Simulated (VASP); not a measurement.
A run of VASP 6.6.1 is set up as follows.

File INCAR:

```
ALGO = Normal
EDIFF = 1E-6
ENCUT = 520
ISIF = 2
ISMEAR = 0
LASPH = True
LCHARG = True
LELF = True
LREAL = False
LVHAR = True
LWAVE = False
NBANDS = 16
NELM = 80
PREC = Accurate
SIGMA = 0.02
```

KPOINTS

```
k-points
0
Gamma
  12 12 6
```

POSCAR

```
Si
1.0
    3.8016851333      0.0000000000      0.0000000000
   -1.9008425667      3.2923559026      0.0000000000
    0.0000000000      0.0000000000      6.2886938897
Si
4
Direct
    0.3333333333      0.6666666667      0.0630360466
    0.6666666667      0.3333333333      0.5630360466
    0.3333333333      0.6666666667      0.4369639534
    0.6666666667      0.3333333333      0.9369639534
```

Potentials or basis: VASP PAW LDA potentials, release 64 (Si).

The run is started by

```sh
$ cat potpaw_LDA.64/Si/POTCAR > POTCAR
$ mpirun -np 1 vasp_std > vasp.out
```

Estimate the pressure.

0.1 GPa.

Predict the band gap on the k mesh.

0.27 eV (least direct gap 1.00 eV).

A k mesh can miss the band edges.
